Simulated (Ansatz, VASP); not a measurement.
## One calculation of PtS2, two programs

POSCAR

```
PtS2
1.0
    3.5432000000      0.0000000000      0.0000000000
   -1.7716000000      3.0685010000      0.0000000000
    0.0000000000      0.0000000000      5.0388000000
Pt S
1 2
Direct
   -0.0026047509     -0.0218800238     -0.0104464302
    0.3314205574      0.6448028883      0.2333376545
    0.6634919073      0.3129760248      0.7457037791
```

INCAR.step1

```
PREC = Accurate
ENCUT = 520
ISMEAR = -1
SIGMA = 0.1
LREAL = False
LASPH = True
NELM = 80
NBANDS = 18
GGA = PE
ALGO = Normal
EDIFF = 1E-4
LWAVE = True
LCHARG = False
```

Contents of INCAR.step2:

```
PREC = Accurate
ENCUT = 520
EDIFF = 1E-6
ISMEAR = -1
SIGMA = 0.1
LREAL = False
LASPH = True
NELM = 80
ALGO = Normal
ISIF = 2
LWAVE = False
LCHARG = False
METAGGA = R2SCAN
LMIXTAU = True
NBANDS = 18
ISTART = 1
```

KPOINTS

```
regular mesh
0
Gamma
  6 6 4
```

Input for Ansatz:

```yaml
crystal:
  lattice:
    - [3.5432, 0.0, 0.0]
    - [-1.7716, 3.068501, 0.0]
    - [0.0, 0.0, 5.0388]
  atoms:
    - { symbol: Pt, position: [-0.0026047508612349933, -0.021880023769141416, -0.010446430162354501] }
    - { symbol: S, position: [0.3314205574237461, 0.6448028882532071, 0.23333765445071142] }
    - { symbol: S, position: [0.6634919073229745, 0.3129760248323276, 0.7457037790686719] }
kpoints:
  mp_grid:
    grid: [6, 6, 4]
hamiltonian:
  xc: r2scan
  pseudopotentials:
    kind: paw
scf:
  occupations:
    method: fermi_dirac
    width: 0.1
output:
  forces: true
```

Alike in both runs: task single point; functional r2SCAN; k mesh 6 × 6 × 4; occupations fermi-dirac, width 0.1 eV; no spin polarisation.

```csv
,VASP,Ansatz
version,VASP 6.6.1,Ansatz 0.2.0
potentials or method,"VASP PAW PBE potentials, release 64 (Pt, S)","plane waves, PAW"
plane-wave cutoff (eV),520,500
valence electrons in the cell,22,30
```

```tsv
	VASP	Ansatz	Ansatz less VASP
rms of the force components (eV/Å)	0.040	0.038	-0.0016
```

VASP's potentials were made for PBE, not for r2SCAN. Atom by atom the forces differ by 0.002 eV/Å (rms over components). VASP's potentials hold 22 valence electrons a cell and Ansatz's 30, so a difference there can come from the potentials and not from the codes.

Spin-orbit coupling is off throughout.
